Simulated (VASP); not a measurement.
# FePt4 (P6_3/mmc) in VASP: further runs

FePt4 is run at these levels: PBE; tasks: single point.

Program: VASP 6.6.1. These are calculated values, not measurements. Logs are shortened: lines on timing, memory, paths and dates and some standing lists are left out, and cuts for length are marked.

## 1. The cell of the first run

The structure is hexagonal, space group P6_3/mmc (No. 194). Conventional cell: a = 2.750 Å, b = 2.750 Å, c = 22.999 Å, α = 90.00°, β = 90.00°, γ = 120.00°. Within 3.5 Å of Fe (site symmetry -6m2) lie 6 Pt at 2.65 Å and 6 Fe at 2.75 Å. Pt (site symmetry 3m) has 12 Pt at 2.75 to 2.91 Å within 3.6 Å. Pt (site symmetry 3m) has 3 Fe at 2.65 Å and 9 Pt at 2.75 to 2.91 Å within 3.5 Å.

## 2. Single point, PBE, collinear spin, antiferromagnetic start

The input, INCAR:

```
SYSTEM = FePt4
PREC = Accurate ; ENCUT = 520
EDIFF = 1E-7 ; ISMEAR = 0
SIGMA = 0.1 ; LREAL = .FALSE.
LASPH = .TRUE. ; NELM = 150
ALGO = Fast ; ISIF = 2
LWAVE = .FALSE. ; LCHARG = .TRUE.
ISPIN = 2 ; MAGMOM = 4 -4 0 0 0 0 0 0 0 0
LORBIT = 11 ; LMAXMIX = 4
GGA = PE ; LELF = .TRUE.
LVHAR = .TRUE. ; NBANDS = 63
```

The input, KPOINTS:

```
Automatic mesh
0
G
  6 6 1
  0 0 0
```

The input, POSCAR:

```
FePt4
1.0
    2.7499184511      0.0000000000      0.0000000000
   -1.3749592256      2.3814992370      0.0000000000
    0.0000000000      0.0000000000     22.9992208705
Fe Pt
2 8
Direct
    0.3333333333      0.6666666667      0.2500000000
    0.6666666667      0.3333333333      0.7500000000
    0.3333333333      0.6666666667      0.0519124294
    0.3333333333      0.6666666667      0.4480875706
    0.3333333333      0.6666666667      0.6579358020
    0.3333333333      0.6666666667      0.8420641980
    0.6666666667      0.3333333333      0.1579352297
    0.6666666667      0.3333333333      0.3420647703
    0.6666666667      0.3333333333      0.5519131467
    0.6666666667      0.3333333333      0.9480868533
```

Potentials or basis: VASP PAW PBE potentials, release 64 (Fe, Pt).

Run with:

```
$ cat potpaw_PBE.64/Fe/POTCAR potpaw_PBE.64/Pt/POTCAR > POTCAR
$ mpirun -np 1 vasp_std > vasp.out
```

OUTCAR:

```text
SYSTEM = FePt4
   PREC = Accurate
   ENCUT = 520
   EDIFF = 1E-7
   ISMEAR = 0
   LREAL = .FALSE.
   LASPH = .TRUE.
   NELM = 150
   ISIF = 2
   ISPIN = 2
   LORBIT = 11
   GGA = PE

 ion  position               nearest neighbor table
   1  0.333  0.667  0.250-   7 2.65   8 2.65   7 2.65   8 2.65   7 2.65   8 2.65
   2  0.667  0.333  0.750-   5 2.65   6 2.65   5 2.65   6 2.65   5 2.65   6 2.65
   3  0.333  0.667  0.052-  10 2.87  10 2.87  10 2.87   7 2.91   7 2.91   7 2.91
   4  0.333  0.667  0.448-   9 2.87   9 2.87   9 2.87   8 2.91   8 2.91   8 2.91
   5  0.333  0.667  0.658-   2 2.65   2 2.65   2 2.65   9 2.91   9 2.91   9 2.91
   6  0.333  0.667  0.842-   2 2.65   2 2.65   2 2.65  10 2.91  10 2.91  10 2.91
   7  0.667  0.333  0.158-   1 2.65   1 2.65   1 2.65   3 2.91   3 2.91   3 2.91
   8  0.667  0.333  0.342-   1 2.65   1 2.65   1 2.65   4 2.91   4 2.91   4 2.91
   9  0.667  0.333  0.552-   4 2.87   4 2.87   4 2.87   5 2.91   5 2.91   5 2.91
  10  0.667  0.333  0.948-   3 2.87   3 2.87   3 2.87   6 2.91   6 2.91   6 2.91

  LATTYP: Found a hexagonal cell.
 ALAT       =     2.7499184511
 C/A-ratio  =     8.3636010593

  Lattice vectors:

 A1 = (   2.7499184511,   0.0000000000,   0.0000000000)
 A2 = (  -1.3749592256,   2.3814992370,   0.0000000000)
 A3 = (   0.0000000000,   0.0000000000,  22.9992208705)

Analysis of symmetry for initial positions (statically):
=====================================================================
 Subroutine PRICEL returns:
 Original cell was already a primitive cell.

 Routine SETGRP: Setting up the symmetry group for a
 hexagonal supercell.

 Subroutine GETGRP returns: Found 24 space group operations
 (whereof 12 operations were pure point group operations)
 out of a pool of 24 trial point group operations.

The static configuration has the point symmetry D_3d.
 The point group associated with its full space group is D_6h.

Analysis of symmetry for dynamics (positions and initial velocities):
=====================================================================
 Subroutine PRICEL returns:
 Original cell was already a primitive cell.

 Routine SETGRP: Setting up the symmetry group for a
 hexagonal supercell.

 Subroutine GETGRP returns: Found 24 space group operations
 (whereof 12 operations were pure point group operations)
 out of a pool of 24 trial point group operations.

The dynamic configuration has the point symmetry D_3d.
 The point group associated with its full space group is D_6h.

Analysis of structural, dynamic, and magnetic symmetry:
=====================================================================
 Subroutine PRICEL returns:
 Original cell was already a primitive cell.

 Routine SETGRP: Setting up the symmetry group for a
 hexagonal supercell.

 Subroutine GETGRP returns: Found 24 space group operations
 (whereof 12 operations were pure point group operations)
 out of a pool of 24 trial point group operations.

The overall configuration has the point symmetry D_3d.
 The point group associated with its full space group is D_6h.

 Subroutine INISYM returns: Found 24 space group operations
 (whereof 12 operations are pure point group operations),
 and found     1 'primitive' translations

----------------------------------------------------------------------------------------

                                     Primitive cell

  volume of cell :     150.6203

  direct lattice vectors                    reciprocal lattice vectors
     2.749918451  0.000000000  0.000000000     0.363647147  0.209951778  0.000000000
    -1.374959226  2.381499237  0.000000000     0.000000000  0.419903557  0.000000000
     0.000000000  0.000000000 22.999220871     0.000000000  0.000000000  0.043479734

  length of vectors
     2.749918451  2.749918451 22.999220871     0.419903557  0.419903557  0.043479734

  position of ions in fractional coordinates (direct lattice)
     0.333333333  0.666666667  0.250000000
     0.666666667  0.333333333  0.750000000
     0.333333333  0.666666667  0.051912429
     0.333333333  0.666666667  0.448087571
     0.333333333  0.666666667  0.657935802
     0.333333333  0.666666667  0.842064198
     0.666666667  0.333333333  0.157935230
     0.666666667  0.333333333  0.342064770
[... 63 lines left out ...]
   ISPIN  =      2    spin polarized calculation?
   LNONCOLLINEAR =      F non collinear calculations
   LSORBIT =      F    spin-orbit coupling
   LASPH  =      T    aspherical Exc in radial PAW
   ENCUT  =  520.0 eV  38.22 Ry    6.18 a.u.   5.11  5.11 42.76*2*pi/ulx,y,z
   NELM   =    150;   NELMIN=  2; NELMDL= -5     # of ELM steps
   EDIFF  = 0.1E-06   stopping-criterion for ELM
   LREAL  =      F    real-space projection
   EDIFFG = 0.1E-05   stopping-criterion for IOM
   NSW    =      0    number of steps for IOM
   IBRION =     -1    ionic relax: 0-MD 1-quasi-New 2-CG
   NFREE  =      0    steps in history (QN), initial steepest desc. (CG)
   ISIF   =      2    stress and relaxation
   ISYM   =      2    0-nonsym 1-usesym 2-fastsym
   POTIM  = 0.5000    time-step for ionic-motion
   TEBEG  =    0.0;   TEEND  =   0.0 temperature during run
   PSTRESS=    0.0 pullay stress
   NELECT =      96.0000    total number of electrons
   NUPDOWN=      -1.0000    fix difference up-down
   EMIN   =  10.00;   EMAX   =-10.00  energy-range for DOS
   EFERMI =   0.00;   METHOD = LEGACY
   ISMEAR =     0;   SIGMA  =   0.10  broadening in eV -4-tet -1-fermi 0-gaus
   EFERMI_NEDOS =   21; number of points for ismear=-14 and -15
   IALGO  =     68    algorithm
   IMIX   =      4    mixing-type and parameters
     AMIX     =   0.40;   BMIX     =  1.00
     AMIX_MAG =   1.60;   BMIX_MAG =  1.00
  volume/ion in A,a.u.               =      15.06       101.64
  Fermi-wavevector in a.u.,A,eV,Ry     =   1.408870  2.662377 27.006386  1.984913
  Thomas-Fermi vector in A             =   2.530983
   LORBIT       =     11    0 simple, 1 ext, 2 COOP (PROOUT), +10 PAW based schemes
   GGA     = PE    functional components
   LHFCALC =     F    Hartree Fock is set to
   AEXX    =    0.0000 exact exchange contribution
   IVDW    =     0    specifies the selected vdW correction
   LEPSILON=     F    determine dielectric tensor
   LRPA    =     F    only Hartree local field effects (RPA)
 spin polarized calculation
 RMM-DIIS sequential band-by-band and
 Gauss-broadening in eV      SIGMA  =   0.10
  energy-cutoff  :      520.00
  volume of cell :      150.62
 maximum number of plane-waves:      4077
   NGX = 11   NGY = 11   NGZ = 85

 number of electron      96.0000000 magnetization       0.0000000

 number of electron      95.9999988 magnetization      -0.0000000

 Free energy of the ion-electron system (eV)
  ---------------------------------------------------
  ext. energy  EPLUGINS =         0.00000000
  ---------------------------------------------------
  free energy    TOTEN  =       -66.49025889 eV

  energy without entropy =      -66.47230153  energy(sigma->0) =      -66.48128021

 E-fermi :   9.6017     XC(G=0): -13.1197

 val. band max:        9.5302819965   @ k =   0.3333   0.0000   0.0000
 cond. band min:       9.7018693742   @ k =   0.3333   0.3333   0.0000
 fundamental gap:      0.1715873777
 Fermi energy:         9.6017393896

 spin component 1

 k-point     1 :       0.0000    0.0000    0.0000
  band No.  band energies     occupation
      1       0.0652      1.00000
      2       0.3382      1.00000
      3       0.4642      1.00000
      4       1.0545      1.00000
      5       1.5302      1.00000
      6       1.9617      1.00000
[... 430 lines left out ...]
     59      15.3477      0.00000
     60      15.4841      0.00000
 Fermi energy:         9.6017393896

 spin component 2

 k-point     1 :       0.0000    0.0000    0.0000
  band No.  band energies     occupation
      1       0.0646      1.00000
      2       0.3381      1.00000
      3       0.4646      1.00000
      4       1.0545      1.00000
      5       1.5303      1.00000
      6       1.9617      1.00000
[... 430 lines left out ...]
     59      15.3477      0.00000
     60      15.4844      0.00000
 [bands above 60 left out]

------------------------ aborting loop because EDIFF is reached ----------------------------------------

  FORCE on cell =-STRESS in cart. coord.  units (eV):
  Direction    XX          YY          ZZ          XY          YZ          ZX
  --------------------------------------------------------------------------------------
  -------------------------------------------------------------------------------------
  Total       -0.4817208     -0.4817208     -0.3574937      0.0000000     -0.0000000      0.0000000
  in kB       -5.1241593     -5.1241593     -3.8027306      0.0000000     -0.0000000      0.0000000
  external PRESSURE =      -4.6836831 kB  Pullay stress =       0.0000000 kB

 VOLUME and BASIS-vectors are now :
 -----------------------------------------------------------------------------
  energy-cutoff  :      520.00
  volume of cell :      150.62
      direct lattice vectors                 reciprocal lattice vectors
     2.749918451  0.000000000  0.000000000     0.363647147  0.209951778  0.000000000
    -1.374959226  2.381499237  0.000000000     0.000000000  0.419903557  0.000000000
     0.000000000  0.000000000 22.999220871     0.000000000  0.000000000  0.043479734

 POSITION                                       TOTAL-FORCE (eV/Angst)
 -----------------------------------------------------------------------------------
     -0.00000      1.58767      5.74981         0.000000      0.000000     -0.000000
      1.37496      0.79383     17.24942        -0.000000     -0.000000     -0.000000
     -0.00000      1.58767      1.19395        -0.000000     -0.000000      0.000694
     -0.00000      1.58767     10.30567        -0.000000      0.000000     -0.000694
     -0.00000      1.58767     15.13201        -0.000000     -0.000000      0.007507
     -0.00000      1.58767     19.36682        -0.000000     -0.000000     -0.007507
      1.37496      0.79383      3.63239        -0.000000      0.000000      0.007507
      1.37496      0.79383      7.86722        -0.000000      0.000000     -0.007507
      1.37496      0.79383     12.69357        -0.000000     -0.000000      0.000694
      1.37496      0.79383     21.80526        -0.000000      0.000000     -0.000694
 -----------------------------------------------------------------------------------
    total drift:                                0.000000     -0.000000      0.000000

  FREE ENERGIE OF THE ION-ELECTRON SYSTEM (eV)
  ---------------------------------------------------
  free  energy   TOTEN  =       -66.4902588858 eV

  energy  without entropy=      -66.4723015317  energy(sigma->0) =      -66.48128021

 total charge

# of ion       s       p       d       tot
------------------------------------------
    1        0.406   0.436   6.130   6.972
    2        0.406   0.436   6.130   6.972
    3        0.623   0.550   8.043   9.216
    4        0.623   0.550   8.043   9.216
    5        0.673   0.598   8.030   9.300
    6        0.673   0.598   8.030   9.300
    7        0.673   0.598   8.030   9.300
    8        0.673   0.598   8.030   9.300
    9        0.623   0.550   8.043   9.216
   10        0.623   0.550   8.043   9.216
--------------------------------------------------
tot          5.998   5.463  76.550  88.011

 magnetization (x)

# of ion       s       p       d       tot
------------------------------------------
    1        0.003  -0.004   2.965   2.965
    2       -0.003   0.004  -2.965  -2.965
    3       -0.010  -0.004   0.019   0.005
    4       -0.010  -0.004   0.019   0.005
    5        0.009   0.016  -0.238  -0.213
    6        0.009   0.016  -0.238  -0.213
    7       -0.009  -0.016   0.238   0.213
    8       -0.009  -0.016   0.238   0.213
    9        0.010   0.004  -0.019  -0.005
   10        0.010   0.004  -0.019  -0.005
--------------------------------------------------
tot          0.000   0.000   0.000   0.000
```

Wall time 5.4 min (1 thread of AMD EPYC 7R43 (Zen 3), shared host); peak memory 0.32 GiB.

Results:

| Property | Result |
| --- | --- |
| Free energy | -66.4903 eV |
| Pressure | -0.5 GPa |
| Largest force | 0.008 eV/Å |
| Band gap on the k mesh | zero (filled and empty bands overlap) |
| Net moment | 0.00 μB per cell |
| Site moments | Fe +2.96, -2.96; Pt +0.01, -0.21, +0.21, -0.01 (each value once) μB |
| Valence electrons inside the program's atomic spheres | Fe 6.97; Pt 9.22, 9.30 (each value once) |

Forces in eV/Å, atoms in the order of the input:
```
Fe   0.000  0.000  0.000
Fe   0.000  0.000  0.000
Pt   0.000  0.000  0.001
Pt   0.000  0.000 -0.001
Pt   0.000  0.000  0.008
Pt   0.000  0.000 -0.008
Pt   0.000  0.000  0.008
Pt   0.000  0.000 -0.008
Pt   0.000  0.000  0.001
Pt   0.000  0.000 -0.001
```

Caveat: the k points lie up to 0.44 Å⁻¹ apart, too coarse for converged energies and pressures of a metal; spin-orbit coupling is left out, which moves the levels of the heavy elements.

## 3. Single point, PBE, collinear spin, antiferromagnetic start

This run uses another cell than the first one, of 15.15 Å³/atom.

The input, INCAR:

```
ALGO = Fast
EDIFF = 1E-6
ENCUT = 520
GGA = PE
ISIF = 2
ISMEAR = 0
ISPIN = 2
LASPH = True
LCHARG = True
LELF = True
LMAXMIX = 4
LORBIT = 11
LREAL = False
LVHAR = True
LWAVE = False
MAGMOM = 4 -4 0 0 0 0 0 0 0 0
NBANDS = 63
NELM = 150
PREC = Accurate
SIGMA = 0.1
```

The input, KPOINTS:

```
k-points
0
Gamma
  6 6 1
```

The input, POSCAR:

```
FePt4
1.0
    2.7883765600      0.0000000000      0.0000000000
   -1.3941882800      2.4148049300      0.0000000000
    0.0000000000      0.0000000000     22.4954814100
Fe Pt
2 8
Direct
    0.3333333300      0.6666666700      0.2500000000
    0.6666666700      0.3333333300      0.7500000000
    0.3333333300      0.6666666700      0.0500000000
    0.3333333300      0.6666666700      0.4500000000
    0.3333333300      0.6666666700      0.6500000000
    0.3333333300      0.6666666700      0.8500000000
    0.6666666700      0.3333333300      0.1500000000
    0.6666666700      0.3333333300      0.3500000000
    0.6666666700      0.3333333300      0.5500000000
    0.6666666700      0.3333333300      0.9500000000
```

Potentials or basis: VASP PAW PBE potentials, release 64 (Fe, Pt).

Run with:

```
$ cat potpaw_PBE.64/Fe/POTCAR potpaw_PBE.64/Pt/POTCAR > POTCAR
$ mpirun -np 1 vasp_std > vasp.out
```

Wall time 6.4 min (1 thread of AMD EPYC 7R43 (Zen 3), shared host); peak memory 0.38 GiB.

It converged, with:

- Free energy: -65.6757 eV
- Pressure: 0.5 GPa
- Largest force: 1.857 eV/Å
- Band gap on the k mesh: zero (filled and empty bands overlap)
- Net moment: 0.00 μB per cell
- Site moments: Fe +3.04, -3.04; Pt +0.01, -0.20, +0.20, -0.01 (each value once) μB
- Valence electrons inside the program's atomic spheres: Fe 6.82; Pt 9.30, 9.27 (each value once)

Forces in eV/Å, atoms in the order of the input:
```
Fe   0.000  0.000  0.000
Fe   0.000  0.000  0.000
Pt   0.000  0.000 -0.030
Pt   0.000  0.000  0.030
Pt   0.000  0.000  1.857
Pt   0.000  0.000 -1.857
Pt   0.000  0.000  1.857
Pt   0.000  0.000 -1.857
Pt   0.000  0.000 -0.030
Pt   0.000  0.000  0.030
```

Stress tensor (GPa, compression positive):
```
-3.25  0.00  0.00
 0.00 -3.25  0.00
 0.00  0.00  7.87
```

Levels at points of the mesh, in eV from the Fermi level:
Spin up:
| k point | band 49 | band 50 | band 51 | band 52 | band 53 | band 54 | band 55 | band 56 |
| --- | --- | --- | --- | --- | --- | --- | --- | --- |
| (0.00, 0.00, 0.00) | -0.68 | -0.68 | -0.61 | -0.34 | -0.34 | -0.31 | -0.31 | -0.26 |
| (0.50, 0.00, 0.00) | 0.69 | 0.87 | 1.25 | 1.41 | 1.67 | 1.75 | 2.08 | 2.36 |
Spin down:
```csv
k point,band 50,band 51,band 52,band 53,band 54,band 55
"(0.00, 0.00, 0.00)",-0.68,-0.61,-0.34,-0.34,-0.31,-0.31
"(0.50, 0.00, 0.00)",0.87,1.25,1.41,1.67,1.75,2.08
```

Caveat: the k points lie up to 0.43 Å⁻¹ apart, too coarse for converged energies and pressures of a metal; spin-orbit coupling is left out, which moves the levels of the heavy elements; forces of over 1 eV/Å act on the atoms, so gaps and moduli don't describe the material at rest.
